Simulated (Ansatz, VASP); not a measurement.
Two plane-wave programs on Na4H

Contents of INCAR:

```
SYSTEM = Na4H
PREC     = Accurate       ! precision mode
ENCUT    = 520            ! plane-wave cutoff, eV
EDIFF    = 1E-6           ! SCF threshold, eV
ISMEAR   = 0              ! smearing method
SIGMA    = 0.1            ! smearing width, eV
LREAL    = .False.        ! projectors in reciprocal space
LASPH    = .True.         ! aspherical terms in the spheres
NELM     = 100            ! most SCF steps
ALGO     = Normal         ! electronic algorithm
ISIF     = 2              ! what is computed and relaxed
LWAVE    = .False.        ! write WAVECAR
LCHARG   = .False.        ! write CHGCAR
LDIPOL   = .True.       
IDIPOL   = 3            
DIPOL    = 0.5 0.5 0.286
GGA      = PE             ! functional
NBANDS   = 40             ! bands
```

KPOINTS

```
regular mesh
0
Gamma
  4 4 1
  0 0 0
```

The input POSCAR:

```
Na4H
1.0
    7.2665057608      0.0000000000      0.0000000000
   -2.4221685869      6.8509273320      0.0000000000
    0.0000000000      0.0000000000     20.9665385532
Na H
8 2
Direct
    0.2500000000      0.2500000000      0.1907801800
    0.2500000000      0.7500000000      0.1907801800
    0.7500000000      0.2500000000      0.1907801800
    0.7500000000      0.7500000000      0.1907801800
    0.0000000000      0.0000000000      0.3322693699
    0.0000000000      0.5000000000      0.3322693699
    0.5000000000      0.0000000000      0.3322693699
    0.5000000000      0.5000000000      0.3322693699
   -0.0812632673      0.7500000000      0.3842569689
    0.0812632673      0.7500000000      0.3842569689
```

Input for Ansatz:

```yaml
crystal:
  lattice:
    - [7.2665057608, 0.0, 0.0]
    - [-2.4221685869, 6.850927332, 0.0]
    - [0.0, 0.0, 20.9665385532]
  atoms:
    - { symbol: Na, position: [0.25, 0.25, 0.19078018] }
    - { symbol: Na, position: [0.25, 0.75, 0.19078018] }
    - { symbol: Na, position: [0.75, 0.25, 0.19078018] }
    - { symbol: Na, position: [0.75, 0.75, 0.19078018] }
    - { symbol: Na, position: [0.0, 0.0, 0.3322693699] }
    - { symbol: Na, position: [0.0, 0.5, 0.3322693699] }
    - { symbol: Na, position: [0.5, 0.0, 0.3322693699] }
    - { symbol: Na, position: [0.5, 0.5, 0.3322693699] }
    - { symbol: H, position: [-0.0812632673, 0.75, 0.3842569689] }
    - { symbol: H, position: [0.0812632673, 0.75, 0.3842569689] }
basis:
  ecutwfc: 420
kpoints:
  mp_grid: { grid: [4, 4, 1] }
hamiltonian:
  xc: pbe
scf:
  occupations: { method: gaussian, width: 0.1 }
output:
  forces: true
  eigenvalues: true
efield:
  axis: 3
  dipole_correction: true
  ramp_width: 0.04
```

Alike in both runs: task single point; functional PBE; k mesh 4 × 4 × 1; occupations gaussian, width 0.1 eV; no spin polarisation.

|  | VASP | Ansatz |
| --- | --- | --- |
| version | VASP 6.6.1 | Ansatz 0.2.0 |
| potentials or method | VASP PAW PBE potentials, release 64 (Na_pv, H), cutoff 520 eV | scalar-relativistic, plane waves, PAW |
| valence electrons in the cell | 58 | 74 |

Ansatz gave:

```
gap on the k mesh at the Fermi level (eV) : none
rms of the force components (eV/Å)        : 0.442
```

Question: Estimate VASP's values.

Answer: gap on the k mesh at the Fermi level (eV): none; rms of the force components (eV/Å): 0.444.

Atom by atom the forces differ by 0.002 eV/Å (rms over components). A gap of «none» marks a metal or a gap that the smearing closes. VASP's potentials hold 58 valence electrons a cell and Ansatz's 74, so a difference there can come from the potentials and not from the codes.
